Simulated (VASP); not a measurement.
# SrTiO3 (Pm-3m) in VASP: electric field gradients with PBE

Aim: the electric field gradients of SrTiO3 with PBE.

Program: VASP 6.6.1. These are calculated values, not measurements. Logs are shortened: lines on timing, memory, paths and dates and some standing lists are left out, and cuts for length are marked.

## 1. The cell of the first run

Symmetry: Pm-3m, No. 221, cubic system. The conventional cell has a = 3.905 Å, b = 3.905 Å, c = 3.905 Å, α = 90.00°, β = 90.00°, γ = 90.00°. Sr (site symmetry m-3m) has 12 O at 2.76 Å and 8 Ti at 3.38 Å within 3.6 Å. Within 2.6 Å of Ti (site symmetry m-3m) lie 6 O at 1.95 Å. O (site symmetry 4/mmm) has 2 Ti at 1.95 Å within 2.6 Å.

## 2. Electric field gradients, PBE, non-collinear spin, zero start, spin-orbit coupling

Contents of INCAR:

```
SYSTEM = SrTiO3
ALGO = Normal
EDIFF = 1E-8
ENCUT = 520
GGA = PE
GGA_COMPAT = .False.
ISIF = 2
ISMEAR = -1
LASPH = .True.
LCHARG = .False.
LEFG = .True.
LMAXMIX = 4
LORBIT = 11
LORBMOM = .True.
LREAL = .False.
LSORBIT = .True.
LWAVE = .False.
MAGMOM = 0 0 0 0 0 0 0 0 0 0 0 0 0 0 0
NBANDS = 55
NELM = 200
PREC = Accurate
SIGMA = 0.02
```

Contents of KPOINTS:

```
k-points
0
Gamma
  8 8 8
  0 0 0
```

Contents of POSCAR:

```
SrTiO3
1.0
    3.9050000000      0.0000000000      0.0000000000
    0.0000000000      3.9050000000      0.0000000000
    0.0000000000      0.0000000000      3.9050000000
Sr Ti O
1 1 3
Direct
    0.0000000000      0.0000000000      0.0000000000
    0.5000000000      0.5000000000      0.5000000000
    0.0000000000      0.5000000000      0.5000000000
    0.5000000000      0.0000000000      0.5000000000
    0.5000000000      0.5000000000      0.0000000000
```

Potentials or basis: VASP PAW PBE potentials, release 64 (Sr_sv, Ti_sv, O).

Command:

```sh
$ cat potpaw_PBE.64/Sr_sv/POTCAR potpaw_PBE.64/Ti_sv/POTCAR potpaw_PBE.64/O/POTCAR > POTCAR
$ mpirun -np 1 vasp_ncl > vasp.out
```

OUTCAR:

```text
SYSTEM = SrTiO3
   EDIFF = 1E-8
   ENCUT = 520
   GGA = PE
   ISIF = 2
   ISMEAR = -1
   LASPH = .True.
   LORBIT = 11
   LREAL = .False.
   LSORBIT = .True.
   NELM = 200
   PREC = Accurate

 ion  position               nearest neighbor table
   1  0.000  0.000  0.000-   3 2.76   4 2.76   5 2.76   3 2.76   4 2.76   3 2.76   5 2.76   3 2.76
                             4 2.76   5 2.76   4 2.76   5 2.76   2 3.38   2 3.38   2 3.38   2 3.38
   2  0.500  0.500  0.500-   3 1.95   4 1.95   5 1.95   5 1.95   4 1.95   3 1.95   1 3.38   1 3.38
                             1 3.38   1 3.38   1 3.38   1 3.38   1 3.38   1 3.38
   3  0.000  0.500  0.500-   2 1.95   2 1.95   1 2.76   1 2.76   1 2.76   1 2.76
   4  0.500  0.000  0.500-   2 1.95   2 1.95   1 2.76   1 2.76   1 2.76   1 2.76
   5  0.500  0.500  0.000-   2 1.95   2 1.95   1 2.76   1 2.76   1 2.76   1 2.76

  LATTYP: Found a simple cubic cell.
 ALAT       =     3.9050000000

  Lattice vectors:

 A1 = (   3.9050000000,   0.0000000000,   0.0000000000)
 A2 = (   0.0000000000,   3.9050000000,   0.0000000000)
 A3 = (   0.0000000000,   0.0000000000,   3.9050000000)

Analysis of symmetry for initial positions (statically):
=====================================================================
 Subroutine PRICEL returns:
 Original cell was already a primitive cell.

 Routine SETGRP: Setting up the symmetry group for a
 simple cubic supercell.

 Subroutine GETGRP returns: Found 48 space group operations
 (whereof 48 operations were pure point group operations)
 out of a pool of 48 trial point group operations.

The static configuration has the point symmetry O_h .

Analysis of symmetry for dynamics (positions and initial velocities):
=====================================================================
 Subroutine PRICEL returns:
 Original cell was already a primitive cell.

 Routine SETGRP: Setting up the symmetry group for a
 simple cubic supercell.

 Subroutine GETGRP returns: Found 48 space group operations
 (whereof 48 operations were pure point group operations)
 out of a pool of 48 trial point group operations.

The dynamic configuration has the point symmetry O_h .

Analysis of structural, dynamic, and magnetic symmetry:
=====================================================================
 Subroutine PRICEL returns:
 Original cell was already a primitive cell.

 Routine SETGRP: Setting up the symmetry group for a
 simple cubic supercell.

 Subroutine GETGRP returns: Found 48 space group operations
 (whereof 48 operations were pure point group operations)
 out of a pool of 48 trial point group operations.

The overall configuration has the point symmetry O_h .

 Subroutine INISYM returns: Found 48 space group operations
 (whereof 48 operations are pure point group operations),
 and found     1 'primitive' translations

----------------------------------------------------------------------------------------

                                     Primitive cell

  volume of cell :      59.5474

  direct lattice vectors                    reciprocal lattice vectors
     3.905000000  0.000000000  0.000000000     0.256081946  0.000000000  0.000000000
     0.000000000  3.905000000  0.000000000     0.000000000  0.256081946  0.000000000
     0.000000000  0.000000000  3.905000000     0.000000000  0.000000000  0.256081946

  length of vectors
     3.905000000  3.905000000  3.905000000     0.256081946  0.256081946  0.256081946

  position of ions in fractional coordinates (direct lattice)
     0.000000000  0.000000000  0.000000000
     0.500000000  0.500000000  0.500000000
     0.000000000  0.500000000  0.500000000
     0.500000000  0.000000000  0.500000000
     0.500000000  0.500000000  0.000000000

  ion indices of the primitive-cell ions
[... 1484 lines left out ...]
      1.95250      1.95250      1.95250         0.000000      0.000000      0.000000
      0.00000      1.95250      1.95250         0.000000      0.000000      0.000000
      1.95250      0.00000      1.95250         0.000000      0.000000      0.000000
      1.95250      1.95250      0.00000         0.000000      0.000000      0.000000
 -----------------------------------------------------------------------------------
    total drift:                                0.000000      0.000000      0.000000

  FREE ENERGIE OF THE ION-ELECTRON SYSTEM (eV)
  ---------------------------------------------------
  free  energy   TOTEN  =       -40.1684187241 eV

  energy  without entropy=      -40.1684187241  energy(sigma->0) =      -40.16841872

 Electric field gradients (V/A^2)
---------------------------------------------------------------------
 ion       V_xx      V_yy      V_zz      V_xy      V_xz      V_yz
---------------------------------------------------------------------
   1      -0.000    -0.000    -0.000    -0.000    -0.000     0.000
   2      -0.000    -0.000    -0.000    -0.000    -0.000    -0.000
   3      11.432    -5.716    -5.716     0.000    -0.000     0.000
   4      -5.716    11.432    -5.716     0.000     0.000     0.000
   5      -5.716    -5.716    11.432     0.000    -0.000    -0.000
---------------------------------------------------------------------

 Electric field gradients after diagonalization (V/A^2)
 (convention: |V_zz| > |V_xx| > |V_yy|)
----------------------------------------------------------------------
 ion       V_xx      V_yy      V_zz     asymmetry (V_yy - V_xx)/ V_zz
----------------------------------------------------------------------
   1      -0.000    -0.000    -0.000      -0.120
   2      -0.000    -0.000    -0.000      -0.973
   3      -5.716    -5.716    11.432       0.000
   4      -5.716    -5.716    11.432       0.000
   5      -5.716    -5.716    11.432       0.000
----------------------------------------------------------------------

           NMR quadrupolar parameters

 Cq : quadrupolar parameter    Cq=e*Q*V_zz/h
 eta: asymmetry parameters     (V_yy - V_xx)/ V_zz
 Q  : nuclear electric quadrupole moment in mb (millibarn)
----------------------------------------------------------------------
 ion       Cq(MHz)       eta       Q (mb)
----------------------------------------------------------------------
   1      -0.000      -0.120       1.000
   2      -0.000      -0.973       1.000
   3       0.028       0.000       1.000
   4       0.028       0.000       1.000
   5       0.028       0.000       1.000
----------------------------------------------------------------------

 orbital moment (x)

 # of ion     p       d       tot
 ----------------------------------------
  1         0.000  -0.000   0.000
  2         0.000   0.000   0.000
  3         0.000   0.000   0.000
  4         0.000   0.000   0.000
  5         0.000   0.000   0.000
 ----------------------------------------
            0.000  -0.000   0.000

 orbital moment (y)

 # of ion     p       d       tot
 ----------------------------------------
  1         0.000   0.000   0.000
  2         0.000  -0.000  -0.000
  3        -0.000   0.000  -0.000
  4        -0.000   0.000  -0.000
  5         0.000   0.000   0.000
 ----------------------------------------
            0.000  -0.000   0.000

 orbital moment (z)

 # of ion     p       d       tot
 ----------------------------------------
  1         0.000   0.000   0.000
  2         0.000  -0.000  -0.000
  3         0.000   0.000   0.000
  4         0.000   0.000   0.000
  5         0.000   0.000   0.000
 ----------------------------------------
            0.000  -0.000  -0.000

 Spin-Orbit-Coupling matrix elements

 Ion:    1  E_soc:     -0.1742520
 l=   1
     0.0000000    -0.0290226    -0.0290226
    -0.0290226     0.0000000    -0.0290226
    -0.0290226    -0.0290226     0.0000000
 l=   2
     0.0000000    -0.0000044     0.0000000    -0.0000044    -0.0000150
    -0.0000044     0.0000000    -0.0000113    -0.0000044    -0.0000038
     0.0000000    -0.0000113     0.0000000    -0.0000113     0.0000000
    -0.0000044    -0.0000044    -0.0000113     0.0000000    -0.0000038
    -0.0000150    -0.0000038     0.0000000    -0.0000038     0.0000000
 l=   3
     0.0000000     0.0000000     0.0000000     0.0000000     0.0000000     0.0000000     0.0000000
     0.0000000     0.0000000     0.0000000     0.0000000     0.0000000     0.0000000     0.0000000
     0.0000000     0.0000000     0.0000000     0.0000000     0.0000000     0.0000000     0.0000000
     0.0000000     0.0000000     0.0000000     0.0000000     0.0000000     0.0000000     0.0000000
[... 69 lines left out ...]
 l=   2
     0.0000000     0.0000000     0.0000000     0.0000000     0.0000000
     0.0000000     0.0000000     0.0000000     0.0000000     0.0000000
     0.0000000     0.0000000     0.0000000     0.0000000     0.0000000
     0.0000000     0.0000000     0.0000000     0.0000000     0.0000000
     0.0000000     0.0000000     0.0000000     0.0000000     0.0000000
 l=   3
     0.0000000     0.0000000     0.0000000     0.0000000     0.0000000     0.0000000     0.0000000
     0.0000000     0.0000000     0.0000000     0.0000000     0.0000000     0.0000000     0.0000000
     0.0000000     0.0000000     0.0000000     0.0000000     0.0000000     0.0000000     0.0000000
     0.0000000     0.0000000     0.0000000     0.0000000     0.0000000     0.0000000     0.0000000
     0.0000000     0.0000000     0.0000000     0.0000000     0.0000000     0.0000000     0.0000000
     0.0000000     0.0000000     0.0000000     0.0000000     0.0000000     0.0000000     0.0000000
     0.0000000     0.0000000     0.0000000     0.0000000     0.0000000     0.0000000     0.0000000

 total charge

# of ion       s       p       d       tot
------------------------------------------
    1        1.999   5.817   0.202   8.017
    2        2.231   6.321   1.761  10.313
    3        1.565   3.493   0.000   5.058
    4        1.565   3.493   0.000   5.058
    5        1.565   3.493   0.000   5.058
--------------------------------------------------
tot          8.924  22.618   1.963  33.504

 magnetization (x)

# of ion       s       p       d       tot
------------------------------------------
    1       -0.000   0.000  -0.000  -0.000
    2        0.000   0.000   0.000   0.000
    3       -0.000  -0.000   0.000  -0.000
    4        0.000   0.000   0.000   0.000
    5        0.000   0.000   0.000   0.000
--------------------------------------------------
tot         -0.000   0.000  -0.000  -0.000

 magnetization (y)

# of ion       s       p       d       tot
------------------------------------------
    1        0.000  -0.000  -0.000  -0.000
    2       -0.000   0.000   0.000   0.000
    3       -0.000   0.000   0.000   0.000
    4        0.000  -0.000   0.000  -0.000
    5       -0.000  -0.000   0.000  -0.000
--------------------------------------------------
tot         -0.000   0.000  -0.000  -0.000

 magnetization (z)

# of ion       s       p       d       tot
------------------------------------------
    1       -0.000  -0.000  -0.000  -0.000
    2       -0.000   0.000   0.000   0.000
    3        0.000  -0.000   0.000  -0.000
    4       -0.000  -0.000   0.000  -0.000
    5        0.000  -0.000   0.000  -0.000
--------------------------------------------------
tot         -0.000  -0.000  -0.000  -0.000
```

Run time: 7.1 min. Hardware: 1 thread of AMD EPYC 7R43 (Zen 3), shared host; peak memory 0.36 GiB.

What came out:

| Property | Result |
| --- | --- |
| Free energy | -40.1684 eV |
| Pressure | 5.0 GPa |
| Net moment | 0.00 μB per cell |
| Largest electric field gradient by atom | Sr -0.0; Ti -0.0; O +11.4 V/Å² |
| Valence electrons inside the program's atomic spheres | Sr 8.02; Ti 10.31; O 5.06 |

Moments on the atoms (μB; x, y, z):
```
Sr  0.00 0.00 0.00
Ti  0.00 0.00 0.00
O   0.00 0.00 0.00
O   0.00 0.00 0.00
O   0.00 0.00 0.00
```

Electric field gradients, principal values (V/Å²):
| atom | least | middle | greatest (by size) |
| --- | --- | --- | --- |
| 1 Sr | 0.000 | 0.000 | 0.000 |
| 2 Ti | 0.000 | 0.000 | 0.000 |
| 3 O | -5.716 | -5.716 | 11.432 |
| 4 O | -5.716 | -5.716 | 11.432 |
| 5 O | -5.716 | -5.716 | 11.432 |

Caveat: the cell stands under pressure; without QUAD_EFG the Cq values of the log hold for a quadrupole moment of 1 mb, not for the nuclei.
